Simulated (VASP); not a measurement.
Co:

```
Co
1.0
     2.53600    0.00000    0.00000
    -1.26800    2.19624    0.00000
     0.00000    0.00000    4.13600
Co
2
Cartesian
  0.0000 1.4642 1.0340
  1.2680 0.7321 3.1020
```

Base run:

```yaml
Program: VASP 6.6.1
Functional: PBEsol
Potentials_or_basis: VASP PAW PBE potentials, release 64 (Co)
Cutoff: 520 eV
k_mesh: 14 × 14 × 8
Occupations: fermi-dirac, width 0.1 eV
Spin: no spin polarisation
```

Its results: pressure -29.5 GPa.

**Question.** The run is repeated on the same cell with these changes: spin from no spin polarisation to collinear spin; further incar settings from ALGO = Normal; EDIFF = 1e-06; NBANDS = 16 to ALGO = Normal; EDIFF = 1e-06; NBANDS = 20. What comes out?

**Answer.** Pressure -20.0 GPa; net moment 3.31 μB per cell; site moments Co +1.68 μB.

Caveats: the PAW data sets were made with another functional, which shifts forces and pressure a little.
